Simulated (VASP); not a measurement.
A run of VASP 6.6.1 is set up as follows.

Contents of INCAR:

```
PREC = Accurate ; ENCUT = 520
EDIFF = 1E-7 ; ISMEAR = -1
SIGMA = 0.1 ; LREAL = False
LASPH = True ; NELM = 100
ALGO = Normal ; ISIF = 2
LWAVE = False ; LCHARG = True
GGA = PS ; LELF = True
LVHAR = True ; NBANDS = 12
```

KPOINTS

```
regular mesh
0
Gamma
  15 15 15
```

POSCAR

```
Cr
1.0
    2.3957865989      0.0000000000      0.0000000000
    0.0000000000      2.3957865989      0.0000000000
    0.0000000000      0.0000000000      2.3957865989
Cr
1
Direct
    0.0000000000      0.0000000000      0.0000000000
```

Potentials or basis: VASP PAW PBE potentials, release 64 (Cr_pv).

Command:

```bash
$ cat potpaw_PBE.64/Cr_pv/POTCAR > POTCAR
$ mpirun -np 1 vasp_std > vasp.out
```

(1) Estimate the pressure.

(2) What does it give for the band gap on the k mesh?

## Answers

(1) -18.4 GPa.

(2) zero (band 6 reaches 9.51 eV, above the bottom of band 7 at 7.96 eV).

Caveat: the PAW data sets were made with another functional, which shifts forces and pressure a little; the run has no spin polarisation, though such a crystal can be magnetic.
